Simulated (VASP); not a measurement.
I2: single point with LDA

The system is I2, in a box.

```
CELL_PARAMETERS angstrom
12.00000 0.00000 0.00000
0.00000 12.30000 0.00000
0.00000 0.00000 12.60000
ATOMIC_POSITIONS crystal
I 0.50000 0.50000 0.39506
I 0.50000 0.50000 0.60494
```

```yaml
Program: VASP 6.6.1
Task: single point
Functional: LDA
Potentials_or_basis: VASP PAW LDA potentials, release 64 (I)
Cutoff: 520 eV
k_mesh: 1 × 1 × 1
Occupations: fermi-dirac, width 0.01 eV
Spin: non-collinear spin, zero start, spin-orbit coupling
Starting_moments: "[[0.0, 0.0, 0.0], [0.0, 0.0, 0.0]] μB"
Dipole_correction: no
Further_INCAR_settings: ALGO = Normal; EDIFF = 1e-06; NBANDS = 26
```

```json
{
  "Largest force": "0.206 eV/Å",
  "Net moment": "0.00 μB per cell",
  "Valence electrons inside the program's atomic spheres": "I 4.25"
}
```

Forces on the atoms (eV/Å):
```
I    0.000  0.000 -0.206
I    0.000  0.000  0.206
```

Moments on the atoms (μB; x, y, z):
```
I   0.00 0.00 0.00
I   0.00 0.00 0.00
```

Run time: 7.1 min on 1 thread of Intel(R) Xeon(R) Platinum 8259CL CPU @ 2.50GHz (Skylake/Cascade Lake) (shared host), peak memory 2.8 GiB.
